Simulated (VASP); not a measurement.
Input of a VASP 6.6.1 run:

The input POSCAR:

```
TaAs
1.0
    3.3176017094      0.0000000000      0.0000000000
   -1.6588008547      2.8731273600      0.0000000000
    0.0000000000      0.0000000000      3.2593707199
Ta As
1 1
Direct
    0.3333333333      0.6666666667      0.5000000000
    0.0000000000      0.0000000000      0.0000000000
```

Contents of INCAR.step1:

```
SYSTEM = TaAs
ALGO     = Normal         ! electronic algorithm
EDIFF    = 1E-4           ! SCF threshold, eV
ENCUT    = 520            ! plane-wave cutoff, eV
GGA      = PE             ! functional
ISMEAR   = 0              ! smearing method
LASPH    = .TRUE.         ! aspherical terms in the spheres
LCHARG   = .FALSE.        ! write CHGCAR
LREAL    = .FALSE.        ! projectors in reciprocal space
LWAVE    = .TRUE.         ! write WAVECAR
NBANDS   = 15             ! bands
NELM     = 100            ! most SCF steps
PREC     = Accurate       ! precision mode
SIGMA    = 0.1            ! smearing width, eV
```

Contents of INCAR.step2:

```
SYSTEM = TaAs
ALGO     = Normal         ! electronic algorithm
EDIFF    = 1E-6           ! SCF threshold, eV
ENCUT    = 520            ! plane-wave cutoff, eV
ISIF     = 2              ! what is computed and relaxed
ISMEAR   = 0              ! smearing method
ISTART   = 1            
LASPH    = .TRUE.         ! aspherical terms in the spheres
LCHARG   = .FALSE.        ! write CHGCAR
LMIXTAU  = .TRUE.       
LREAL    = .FALSE.        ! projectors in reciprocal space
LWAVE    = .FALSE.        ! write WAVECAR
METAGGA  = R2SCAN         ! meta-GGA
NBANDS   = 15             ! bands
NELM     = 100            ! most SCF steps
PREC     = Accurate       ! precision mode
SIGMA    = 0.1            ! smearing width, eV
```

The input KPOINTS:

```
k-points
0
G
  6 6 6
  0 0 0
```

Potentials or basis: VASP PAW PBE potentials, release 64 (Ta_pv, As).

The run is started by

```sh
$ cat potpaw_PBE.64/Ta_pv/POTCAR potpaw_PBE.64/As/POTCAR > POTCAR
$ cp INCAR.step1 INCAR
$ mpirun -np 1 vasp_std > vasp.out
$ cp INCAR.step2 INCAR
$ mpirun -np 1 vasp_std > vasp.out
```

Q: Estimate the pressure.

A: 29.1 GPa.

Q: Predict the band gap on the k mesh.

A: Zero (band 8 reaches 7.98 eV, above the bottom of band 9 at 7.51 eV).

Stress tensor (GPa, compression positive):
```
24.83  0.00  0.00
 0.00 24.83  0.00
 0.00  0.00 37.70
```

Caveat: the k points lie up to 0.36 Å⁻¹ apart; the PAW data sets were made with another functional, which shifts forces and pressure a little; spin-orbit coupling is left out, which moves the levels of the heavy elements.
